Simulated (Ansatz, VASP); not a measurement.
# Two plane-wave programs on ScB2N3

```
Sc B N
1.0
     2.44769    1.41317    3.70263
    -2.44769    1.41317    3.70263
     0.00000   -2.82634    3.70263
Sc B N
1 2 3
Direct
  0.50000 0.50000 0.50000
  0.69492 0.69492 0.69492
  0.30508 0.30508 0.30508
  0.50000 0.50000 0.00000
  0.00000 0.50000 0.50000
  0.50000 0.00000 0.50000
```

Alike in both runs: functional PBE; k mesh 12 × 12 × 12; occupations gaussian, width 0.1 eV; no spin polarisation.

Ansatz relaxed the structure, and its values are those at the end. VASP's run is a single point on that final structure, the one shown.

|  | VASP | Ansatz |
| --- | --- | --- |
| version | VASP 6.6.1 | Ansatz 0.2.0 |
| potentials or method | VASP PAW PBE potentials, release 64 (Sc_sv, B, N), cutoff 520 eV | scalar-relativistic, plane waves, PAW |
| valence electrons in the cell | 32 | 32 |

```tsv
	VASP	Ansatz	Ansatz less VASP
gap on the k mesh at the Fermi level (eV)	none	none	-
pressure (GPa)	0.3	0.0	-0.27
rms of the force components (eV/Å)	0.008	0.001	-0.0073
```

A gap of «none» marks a metal or a gap that the smearing closes. With one functional, cell and mesh, what is left measures potentials, basis and numerics.
